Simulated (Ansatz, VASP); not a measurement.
**WC in VASP and in Ansatz**

```xyz
2
Lattice="2.9101 0.0000 0.0000 -1.4551 2.5203 0.0000 0.0000 0.0000 2.8384" Properties=species:S:1:pos:R:3 pbc="T T T"
W     0.0000    0.0000    0.0000
C     1.4551    0.8401    1.4192
```

Change from the starting cell: volume scaled by 1.01.

Alike in both runs: task single point; functional PBEsol; k mesh 14 × 14 × 13; occupations fermi-dirac, width 0.05 eV; no spin polarisation.

```csv
,VASP,Ansatz
version,VASP 6.6.1,Ansatz 0.2.0
potentials or method,"VASP PAW PBE potentials, release 64 (W_sv, C), cutoff 520 eV","all-electron LAPW, scalar-relativistic"
```

|  | VASP | Ansatz | Ansatz less VASP |
| --- | --- | --- | --- |
| pressure (GPa) | -3.5 | -4.6 | -1.16 |
| traceless stress, the component that is largest in VASP (GPa) | -0.04 | -0.28 | -0.236 |

VASP's potentials were made for PBE, not for PBEsol. Ansatz ran all-electron here, and VASP with PAW potentials.

Spin-orbit coupling is off throughout.
